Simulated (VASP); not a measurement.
Input of a VASP 6.6.1 run:

The input INCAR:

```
PREC = Accurate
ENCUT = 520
EDIFF = 1E-7
ISMEAR = 0
SIGMA = 0.1
LREAL = False
LASPH = True
NELM = 100
ALGO = Normal
ISIF = 2
LWAVE = False
LCHARG = False
GGA = PE
NBANDS = 34
```

KPOINTS

```
regular mesh
0
Gamma
  10 10 10
```

File POSCAR:

```
ZrPbO4
1.0
    0.0000000000      3.3086429683      3.3086429683
    3.3086429683      0.0000000000      3.3086429683
    3.3086429683      3.3086429683      0.0000000000
Zr Pb O
1 1 4
Direct
    0.2500000000      0.2500000000      0.2500000000
    0.5000000000      0.5000000000      0.5000000000
    0.8765000808      0.8765000808      0.3704997576
    0.3704997576      0.8765000808      0.8765000808
    0.8765000808      0.8765000808      0.8765000808
    0.8765000808      0.3704997576      0.8765000808
```

Potentials or basis: VASP PAW PBE potentials, release 64 (Zr_sv, Pb_d, O).

The run is started by

```console
$ cat potpaw_PBE.64/Zr_sv/POTCAR potpaw_PBE.64/Pb_d/POTCAR potpaw_PBE.64/O/POTCAR > POTCAR
$ mpirun -np 1 vasp_std > vasp.out
```

Question: Estimate the pressure.

Answer: 0.0 GPa.

Question: Predict the band gap on the k mesh.

Answer: Zero (band 25 reaches 8.20 eV, above the bottom of band 26 at 7.71 eV).

Caveat: spin-orbit coupling is left out, which moves the levels of the heavy elements.
